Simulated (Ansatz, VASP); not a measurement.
**One calculation of Sr2GaIrO6, two programs**

```xyz
10
Lattice="0.0000 5.5179 0.0000 5.5179 0.0000 0.0000 2.7589 2.7589 -3.9067" Properties=species:S:1:pos:R:3 pbc="T T T"
Sr    2.7589    5.5179   -1.9534
Sr    5.5179    2.7589   -1.9534
Ga    0.0000    0.0000    0.0000
Ir    2.7589    2.7589    0.0000
O     2.7589    2.7589   -1.9541
O     5.5179    5.5179   -1.9526
O     1.4738    1.2840    0.0000
O     4.2338    1.4738    0.0000
O     4.0440    4.2338    0.0000
O     1.2840    4.0440    0.0000
```

Alike in both runs: task single point; functional r2SCAN; k mesh 5 × 5 × 5; no spin polarisation.

```csv
,VASP,Ansatz
version,VASP 6.6.1,Ansatz 0.2.0
potentials or method,"VASP PAW PBE potentials, release 64 (Sr_sv, Ga_d, Ir, O), cutoff 520 eV",PAW plane waves
occupations,"fermi-dirac, width 0.1 eV",fermi-dirac
valence electrons in the cell,78,86
```

Ansatz gave:

```
gap on the k mesh at the Fermi level (eV)                     : none
pressure (GPa)                                                : 0.5
traceless stress, the component that is largest in VASP (GPa) : 0.26
rms of the force components (eV/Å)                            : 0.075
```

Question: Estimate VASP's values.

Answer: gap on the k mesh at the Fermi level (eV): none; pressure (GPa): 2.7; traceless stress, the component that is largest in VASP (GPa): 0.29; rms of the force components (eV/Å): 0.171.

VASP's potentials were made for PBE, not for r2SCAN. Atom by atom the forces differ by 0.097 eV/Å (rms over components). A gap of «none» marks a metal or a gap that the smearing closes. VASP's potentials hold 78 valence electrons a cell and Ansatz's 86, so a difference there can come from the potentials and not from the codes.

Neither program's run includes spin-orbit coupling.
